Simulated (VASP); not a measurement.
Input of a VASP 6.6.1 run:

File INCAR:

```
PREC = Accurate ; ENCUT = 520
EDIFF = 1E-6 ; ISMEAR = -1
SIGMA = 0.05 ; LREAL = F
LASPH = T ; NELM = 150
ALGO = Normal ; ISIF = 2
LWAVE = F ; LCHARG = F
ISPIN = 2 ; MAGMOM = 0.5 0.5
LORBIT = 11 ; LMAXMIX = 4
GGA = B5 ; ALDAX = 1.0
AGGAX = 1.0 ; AGGAC = 1.0
ALDAC = 0.0 ; NBANDS = 21
ISYM = 0 ; KPAR = 4
```

File KPOINTS:

```
Automatic mesh
0
Gamma
  13 13 9
```

Contents of POSCAR:

```
Pd
1.0
   -2.9783798577      3.3901412277      1.3414566000
    3.3901412277     -2.9783798577      1.3414566000
    1.9120197059      1.9120197059     -0.5873148968
Pd
2
Direct
    0.0076310474      0.9923689526      0.0000000000
    0.7423689526      0.2576310474      0.5000000000
```

Potentials or basis: VASP PAW PBE potentials, release 64 (Pd).

The run is started by

```bash
$ cat potpaw_PBE.64/Pd/POTCAR > POTCAR
$ mpirun -np 4 vasp_std > vasp.out
```

(1) Estimate the pressure.

(2) Predict the band gap on the k mesh.

(3) Predict the net moment.

Answers

(1) 0.3 GPa.

(2) zero (filled and empty bands overlap).

(3) 0.00 μB per cell.

Caveat: the PAW data sets were made with another functional, which shifts forces and pressure a little.
